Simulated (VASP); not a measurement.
Set up this calculation in VASP 6.6.1, as the native input.

- Task: single point
- Functional: LDA
- Potentials or basis: VASP PAW LDA potentials, release 64 (Ga_d, N_h)
- Cutoff: 1330 eV
- k mesh: 10 × 10 × 10
- Occupations: gaussian, width 0.01 eV
- Spin: no spin polarisation
- Dipole correction: no
- Further INCAR settings: ALGO = Normal; EDIFF = 1e-06; NBANDS = 16

The structure of GaN lies in POSCAR:

```
GaN
1.0
    2.2722585891      2.2722585891      0.0000000000
   -2.2722585891      2.2722585891      0.0000000000
    0.0000000000      2.2722585891      2.1774692407
Ga N
1 1
Direct
    0.0000000000      0.0000000000      0.0000000000
    0.2500000000      0.7500000000      0.5000000000
```

This cell differs from its parent crystal: in-plane strain +0.02, then relaxed in part.

The input as run:

INCAR

```
SYSTEM = GaN
PREC = Accurate
ENCUT = 1330
EDIFF = 1E-6
ISMEAR = 0
SIGMA = 0.01
LREAL = .False.
LASPH = .True.
NELM = 120
ALGO = Normal
ISIF = 2
LWAVE = .False.
LCHARG = .True.
LELF = .True.
LVHAR = .True.
NBANDS = 16
GGA_COMPAT = .False.
```

KPOINTS

```
Automatic mesh
0
Gamma
  10 10 10
  0 0 0
```

Potentials or basis: VASP PAW LDA potentials, release 64 (Ga_d, N_h).

The run is started by

```sh
$ cat potpaw_LDA.64/Ga_d/POTCAR potpaw_LDA.64/N_h/POTCAR > POTCAR
$ mpirun -np 1 vasp_std > vasp.out
```

It gave:

```
Pressure               : -2.5 GPa
Band gap on the k mesh : 1.74 eV
```

Caveat: the cell differs from its parent crystal (in-plane strain +0.02, then relaxed in part); the stress differs along the axes, from -4 to 1 GPa.

It took 2.3 min on 1 thread of AMD EPYC 7R13 Processor (Zen 3) (shared host), peak memory 0.28 GiB.
